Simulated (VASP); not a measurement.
MgI2:

```
Mg I
1.0
     4.15721    0.00000    0.00000
    -2.07861    3.60025    0.00000
     0.00000    0.00000    6.87333
Mg I
1 2
Direct
  0.00000 0.00000 0.00000
  0.33333 0.66667 0.24262
  0.66667 0.33333 0.75738
```

Base run:

```yaml
Program: VASP 6.6.1
Functional: PBE
Potentials_or_basis: VASP PAW PBE potentials, release 64 (Mg, I)
Cutoff: 520 eV
k_mesh: 6 × 6 × 4
Occupations: gaussian, width 0.01 eV
Spin: no spin polarisation
```

Its results: band gap on the k mesh 3.51 eV, indirect (least direct gap 3.67 eV); pressure 1.1 GPa.

Task: The run is repeated on the same cell with these changes: functional from PBE to r2SCAN; k mesh from 6 × 6 × 4 to 6 × 6 × 2. What comes out?

Result: Band gap on the k mesh 4.13 eV, indirect (least direct gap 4.48 eV); pressure 0.5 GPa.

Several settings changed at once, so the effect can't be laid on one alone.

Caveats: some runs use coarse meshes; spin-orbit coupling is left out, which moves the levels of the heavy elements; this functional lacks dispersion, which binds the layers, so the pressure and a relaxed spacing across them are unreliable (some runs); the PAW data sets were made with another functional, which shifts forces and pressure a little (some runs).

A k mesh can miss the band edges.
